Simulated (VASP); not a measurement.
# B in VASP: a series of runs

B is run at these levels: r2SCAN; tasks: single point, relaxation of cell and atoms.

All numbers are computed with VASP 6.6.1; they aren't measurements. Logs are shortened: lines on timing, memory, paths and dates and some standing lists are left out, and cuts for length are marked.

## Step 1: The cell of the first run

It takes space group I4/mmm (No. 139, tetragonal). Conventional cell: a = 1.976 Å, b = 1.976 Å, c = 2.992 Å, α = 90.00°, β = 90.00°, γ = 90.00°. B (site symmetry 4/mmm) has 12 B at 1.98 to 2.05 Å within 2.6 Å.

## Step 2: Single point, r2SCAN

POSCAR

```
B
1.0
   -0.9879399233      0.9879399233      1.4962425007
    0.9879399233     -0.9879399233      1.4962425007
    0.9879399233      0.9879399233     -1.4962425007
B
1
Direct
    0.0000000000      0.0000000000      0.0000000000
```

INCAR.step1

```
ALGO = Normal
EDIFF = 1E-4
ENCUT = 520
GGA = PE
ISMEAR = 0
LASPH = T
LCHARG = F
LREAL = F
LWAVE = T
NBANDS = 8
NELM = 100
PREC = Accurate
SIGMA = 0.1
```

INCAR.step2

```
ALGO = Normal
EDIFF = 1E-6
ENCUT = 520
ISIF = 2
ISMEAR = 0
ISTART = 1
LASPH = T
LCHARG = F
LMIXTAU = T
LREAL = F
LWAVE = F
METAGGA = R2SCAN
NBANDS = 8
NELM = 100
PREC = Accurate
SIGMA = 0.1
```

KPOINTS

```
k-points
0
Gamma
  10 10 10
```

Potentials or basis: VASP PAW PBE potentials, release 64 (B).

The run is started by

```
cat potpaw_PBE.64/B/POTCAR > POTCAR
cp INCAR.step1 INCAR
mpirun -np 1 vasp_std > vasp.out
cp INCAR.step2 INCAR
mpirun -np 1 vasp_std > vasp.out
```

OUTCAR:

```text
EDIFF = 1E-6
   ENCUT = 520
   ISIF = 2
   ISMEAR = 0
   ISTART = 1
   LASPH = T
   LREAL = F
   METAGGA = R2SCAN
   NELM = 100
   PREC = Accurate

 ion  position               nearest neighbor table
   1  0.000  0.000  0.000-

  LATTYP: Found a body centered tetragonal cell.
 ALAT       =     1.9758798466
 C/A-ratio  =     1.5145075783

  Lattice vectors:

 A1 = (  -0.9879399233,   0.9879399233,   1.4962425007)
 A2 = (   0.9879399233,  -0.9879399233,   1.4962425007)
 A3 = (   0.9879399233,   0.9879399233,  -1.4962425007)

Analysis of symmetry for initial positions (statically):
=====================================================================
 Subroutine PRICEL returns:
 Original cell was already a primitive cell.

 Routine SETGRP: Setting up the symmetry group for a
 body centered tetragonal supercell.

 Subroutine GETGRP returns: Found 16 space group operations
 (whereof 16 operations were pure point group operations)
 out of a pool of 16 trial point group operations.

The static configuration has the point symmetry D_4h.

Analysis of symmetry for dynamics (positions and initial velocities):
=====================================================================
 Subroutine PRICEL returns:
 Original cell was already a primitive cell.

 Routine SETGRP: Setting up the symmetry group for a
 body centered tetragonal supercell.

 Subroutine GETGRP returns: Found 16 space group operations
 (whereof 16 operations were pure point group operations)
 out of a pool of 16 trial point group operations.

The dynamic configuration has the point symmetry D_4h.

 Subroutine INISYM returns: Found 16 space group operations
 (whereof 16 operations are pure point group operations),
 and found     1 'primitive' translations

----------------------------------------------------------------------------------------

                                     Primitive cell

  volume of cell :       5.8415

  direct lattice vectors                    reciprocal lattice vectors
    -0.987939923  0.987939923  1.496242501     0.000000000  0.506103649  0.334170430
     0.987939923 -0.987939923  1.496242501     0.506103649  0.000000000  0.334170430
     0.987939923  0.987939923 -1.496242501     0.506103649  0.506103649  0.000000000

  length of vectors
     2.047142449  2.047142449  2.047142449     0.606474055  0.606474055  0.715738644

  position of ions in fractional coordinates (direct lattice)
     0.000000000  0.000000000  0.000000000

  ion indices of the primitive-cell ions
   primitive index   ion index
                 1           1

----------------------------------------------------------------------------------------

 KPOINTS: k-points

Automatic generation of k-mesh.
 Grid dimensions read from file:
 generate k-points for:   10   10   10

 Generating k-lattice:

  Cartesian coordinates                     Fractional coordinates (reciprocal lattice)
     0.000000000  0.050610365  0.033417043     0.100000000  0.000000000  0.000000000
     0.050610365  0.000000000  0.033417043     0.000000000  0.100000000  0.000000000
     0.050610365  0.050610365  0.000000000     0.000000000  0.000000000  0.100000000

  Length of vectors
     0.060647406  0.060647406  0.071573864

  Shift w.r.t. Gamma in fractional coordinates (k-lattice)
     0.000000000  0.000000000  0.000000000

 Subroutine IBZKPT returns following result:
 ===========================================

 Found    102 irreducible k-points:

 Following reciprocal coordinates:
            Coordinates               Weight
  0.000000  0.000000  0.000000      1.000000
  0.100000 -0.000000  0.000000      8.000000
  0.200000 -0.000000  0.000000      8.000000
  0.300000  0.000000 -0.000000      8.000000
  0.400000  0.000000 -0.000000      8.000000
  0.500000  0.000000 -0.000000      4.000000
[... 16 lines left out ...]
  0.300000  0.300000 -0.000000      8.000000
  0.400000  0.300000  0.000000     16.000000
 [... further k-points ...]
   k-points           NKPTS =    102   k-points in BZ     NKDIM =    102   number of bands    NBANDS=      8
   number of dos      NEDOS =    301   number of ions     NIONS =      1
   total plane-waves  NPLWV =   4096
   dimension x,y,z NGX =    16 NGY =   16 NGZ =   16
   dimension x,y,z NGXF=    32 NGYF=   32 NGZF=   32
   ions per type =               1
   NGX,Y,Z   is equivalent  to a cutoff of  12.99, 12.99, 12.99 a.u.
   NGXF,Y,Z  is equivalent  to a cutoff of  25.99, 25.99, 25.99 a.u.
 SYSTEM =  unknown system
   PREC   = accura    normal or accurate (medium, high low for compatibility)
   ISTART =      1    job   : 0-new  1-cont  2-samecut
   ICHARG =      0    charge: 1-file 2-atom 10-const
   ISPIN  =      1    spin polarized calculation?
   LNONCOLLINEAR =      F non collinear calculations
   LSORBIT =      F    spin-orbit coupling
   LASPH  =      T    aspherical Exc in radial PAW
   ENCUT  =  520.0 eV  38.22 Ry    6.18 a.u.   3.81  3.81  3.81*2*pi/ulx,y,z
   NELM   =    100;   NELMIN=  2; NELMDL=  0     # of ELM steps
   EDIFF  = 0.1E-05   stopping-criterion for ELM
   LREAL  =      F    real-space projection
   EDIFFG = 0.1E-04   stopping-criterion for IOM
   NSW    =      0    number of steps for IOM
   IBRION =     -1    ionic relax: 0-MD 1-quasi-New 2-CG
   NFREE  =      0    steps in history (QN), initial steepest desc. (CG)
   ISIF   =      2    stress and relaxation
   ISYM   =      2    0-nonsym 1-usesym 2-fastsym
   POTIM  = 0.5000    time-step for ionic-motion
   TEBEG  =    0.0;   TEEND  =   0.0 temperature during run
   PSTRESS=    0.0 pullay stress
   NELECT =       3.0000    total number of electrons
   NUPDOWN=      -1.0000    fix difference up-down
   EMIN   =  10.00;   EMAX   =-10.00  energy-range for DOS
   EFERMI =   0.00;   METHOD = LEGACY
   ISMEAR =     0;   SIGMA  =   0.10  broadening in eV -4-tet -1-fermi 0-gaus
   EFERMI_NEDOS =   21; number of points for ismear=-14 and -15
   IALGO  =     38    algorithm
   IMIX   =      4    mixing-type and parameters
     AMIX     =   0.40;   BMIX     =  1.00
     AMIX_MAG =   1.60;   BMIX_MAG =  1.00
  volume/ion in A,a.u.               =       5.84        39.42
  Fermi-wavevector in a.u.,A,eV,Ry     =   1.311015  2.477459 23.385144  1.718760
  Thomas-Fermi vector in A             =   2.441505
   LORBIT       =      0    0 simple, 1 ext, 2 COOP (PROOUT), +10 PAW based schemes
   METAGGA = R2SCAN    functional components
   LHFCALC =     F    Hartree Fock is set to
   AEXX    =    0.0000 exact exchange contribution
   IVDW    =     0    specifies the selected vdW correction
   LEPSILON=     F    determine dielectric tensor
   LRPA    =     F    only Hartree local field effects (RPA)
 non-spin polarized calculation
 Gauss-broadening in eV      SIGMA  =   0.10
  energy-cutoff  :      520.00
  volume of cell :        5.84
 maximum number of plane-waves:       169
   NGX =  7   NGY =  7   NGZ =  7

 number of electron       3.0000000 magnetization

 Free energy of the ion-electron system (eV)
  ---------------------------------------------------
  ext. energy  EPLUGINS =         0.00000000
  ---------------------------------------------------
  free energy    TOTEN  =        -5.87282133 eV

  energy without entropy =       -5.87144465  energy(sigma->0) =       -5.87213299

 E-fermi :  10.6018     XC(G=0): -14.1547

 val. band max:       10.5942493410   @ k =   0.5000   0.3000   0.0000
 cond. band min:      10.6352381317   @ k =  -0.1000  -0.4000   0.1000
 fundamental gap:      0.0409887907
 Fermi energy:        10.6017855165

 k-point     1 :       0.0000    0.0000    0.0000
  band No.  band energies     occupation
      1      -9.8017      2.00000
      2      28.3143      0.00000
      3      28.3799      0.00000
      4      28.3799      0.00000
      5      44.2939      0.00000
      6      45.3348      0.00000
      7      45.3348      0.00000
      8      49.0241      0.00000

 k-point     2 :       0.1000   -0.0000    0.0000
  band No.  band energies     occupation
      1      -9.3312      2.00000
      2      25.9974      0.00000
      3      27.6939      0.00000
      4      28.0530      0.00000
      5      42.2640      0.00000
      6      45.4743      0.00000
      7      46.3412      0.00000
      8      51.7599      0.00000

 k-point     3 :       0.2000   -0.0000    0.0000
  band No.  band energies     occupation
      1      -7.9223      2.00000
      2      20.3581      0.00000
      3      26.3345      0.00000
      4      27.3631      0.00000
      5      41.5566      0.00000
      6      44.9509      0.00000
      7      47.8114      0.00000
      8      50.5633      0.00000

 k-point     4 :       0.3000    0.0000   -0.0000
  band No.  band energies     occupation
      1      -5.5930      2.00000
      2      13.9873      0.00000
      3      25.0371      0.00000
      4      26.7485      0.00000
      5      41.1318      0.00000
      6      44.2303      0.00000
      7      46.1305      0.00000
      8      48.0985      0.00000

 k-point     5 :       0.4000    0.0000   -0.0000
  band No.  band energies     occupation
      1      -2.4557      2.00000
      2       8.1845      2.00000
      3      24.1795      0.00000
      4      26.3948      0.00000
      5      39.7454      0.00000
      6      43.9829      0.00000
      7      44.9307      0.00000
      8      47.1556      0.00000

 k-point     6 :       0.5000    0.0000   -0.0000
  band No.  band energies     occupation
      1       0.1160      2.00000
      2       4.6955      2.00000
      3      23.8850      0.00000
      4      26.2886      0.00000
      5      39.1925      0.00000
      6      43.1731      0.00000
      7      44.6507      0.00000
      8      47.8021      0.00000

 k-point     7 :       0.1000    0.1000    0.0000
  band No.  band energies     occupation
      1      -8.5748      2.00000
      2      24.1887      0.00000
      3      24.9698      0.00000
      4      28.0320      0.00000
      5      41.2832      0.00000
      6      45.1631      0.00000
      7      46.3409      0.00000
      8      51.0710      0.00000

 k-point     8 :       0.2000    0.1000    0.0000
  band No.  band energies     occupation
      1      -6.8812      2.00000
      2      18.5719      0.00000
      3      23.6805      0.00000
      4      27.0090      0.00000
      5      41.8225      0.00000
      6      42.0894      0.00000
      7      46.5304      0.00000
      8      50.9240      0.00000

 k-point     9 :       0.3000    0.1000    0.0000
  band No.  band energies     occupation
      1      -4.2786      2.00000
      2      12.3907      0.00000
      3      23.2056      0.00000
      4      25.5652      0.00000
      5      39.3933      0.00000
      6      42.4556      0.00000
      7      45.6437      0.00000
      8      53.7948      0.00000

 k-point    10 :       0.4000    0.1000    0.0000
  band No.  band energies     occupation
      1      -0.9683      2.00000
      2       6.9741      2.00000
      3      23.1527      0.00000
      4      24.5595      0.00000
      5      37.6650      0.00000
      6      41.6908      0.00000
      7      47.5210      0.00000
      8      52.7152      0.00000
[... 78 lines left out ...]
 k-point    18 :       0.4000    0.2000    0.0000
  band No.  band energies     occupation
      1       1.4062      2.00000
      2       6.4826      2.00000
      3      19.5752      0.00000
      4      21.8495      0.00000
      5      34.1928      0.00000
      6      45.4314      0.00000
      7      49.6461      0.00000
      8      53.8867      0.00000

 k-point    19 :       0.5000    0.2000    0.0000
  band No.  band energies     occupation
      1       0.6396      2.00000
      2       7.5402      2.00000
      3      20.7056      0.00000
      4      21.3364      0.00000
      5      33.1762      0.00000
      6      43.7151      0.00000
      7      48.5143      0.00000
      8      56.5329      0.00000

 k-point    20 :      -0.4000    0.2000    0.0000
  band No.  band energies     occupation
      1      -2.7409      2.00000
      2      12.8481      0.00000
      3      20.6307      0.00000
      4      23.4774      0.00000
      5      33.2077      0.00000
      6      39.3130      0.00000
      7      49.8716      0.00000
      8      58.0422      0.00000

 k-point    21 :      -0.3000    0.2000    0.0000
  band No.  band energies     occupation
      1      -5.4140      2.00000
      2      18.6108      0.00000
      3      21.3613      0.00000
      4      25.7064      0.00000
      5      33.7114      0.00000
      6      36.7103      0.00000
      7      51.5071      0.00000
      8      56.6145      0.00000

 k-point    22 :      -0.2000    0.2000    0.0000
  band No.  band energies     occupation
      1      -7.1841      2.00000
      2      22.3583      0.00000
      3      23.1556      0.00000
      4      27.0498      0.00000
      5      34.0568      0.00000
      6      39.6723      0.00000
      7      50.9161      0.00000
      8      54.0591      0.00000

 k-point    23 :       0.3000    0.3000   -0.0000
  band No.  band energies     occupation
      1       1.1568      2.00000
      2       9.3613      2.00000
      3      15.6105      0.00000
      4      21.3200      0.00000
      5      33.6671      0.00000
      6      49.1645      0.00000
      7      49.6880      0.00000
      8      52.2806      0.00000

 k-point    24 :       0.4000    0.3000    0.0000
  band No.  band energies     occupation
      1       4.4480      2.00000
      2       6.5918      2.00000
      3      15.3904      0.00000
      4      19.6306      0.00000
      5      32.0087      0.00000
      6      44.0676      0.00000
      7      52.5571      0.00000
      8      54.7858      0.00000

 [... further k-points ...]
[... 5 lines left out ...]
  --------------------------------------------------------------------------------------
  -------------------------------------------------------------------------------------
  Total       -0.0151634     -0.0151634     -0.0248202      0.0000000      0.0000000      0.0000000
  in kB       -4.1589431     -4.1589431     -6.8075847      0.0000000      0.0000000      0.0000000
  external PRESSURE =      -5.0418237 kB  Pullay stress =       0.0000000 kB

 VOLUME and BASIS-vectors are now :
 -----------------------------------------------------------------------------
  energy-cutoff  :      520.00
  volume of cell :        5.84
      direct lattice vectors                 reciprocal lattice vectors
    -0.987939923  0.987939923  1.496242501     0.000000000  0.506103649  0.334170430
     0.987939923 -0.987939923  1.496242501     0.506103649  0.000000000  0.334170430
     0.987939923  0.987939923 -1.496242501     0.506103649  0.506103649  0.000000000

 POSITION                                       TOTAL-FORCE (eV/Angst)
 -----------------------------------------------------------------------------------
      0.00000      0.00000      0.00000        -0.000000      0.000000      0.000000
 -----------------------------------------------------------------------------------
    total drift:                               -0.000000     -0.000000      0.000000

  FREE ENERGIE OF THE ION-ELECTRON SYSTEM (eV)
  ---------------------------------------------------
  free  energy   TOTEN  =        -5.8728213270 eV

  energy  without entropy=       -5.8714446514  energy(sigma->0) =       -5.87213299
```

Wall time 6.5 s (1 thread of Intel Xeon 6975P-C (Granite Rapids), shared host); peak memory 0.11 GiB.

Results:

* Free energy: -5.8728 eV
* Pressure: -0.5 GPa

Stress tensor (GPa, compression positive):
```
-0.42  0.00  0.00
 0.00 -0.42  0.00
 0.00  0.00 -0.68
```

Caveat: the k points lie up to 0.45 Å⁻¹ apart; the PAW data sets were made with another functional, which shifts forces and pressure a little.

(Continued in part 2 of 2.)
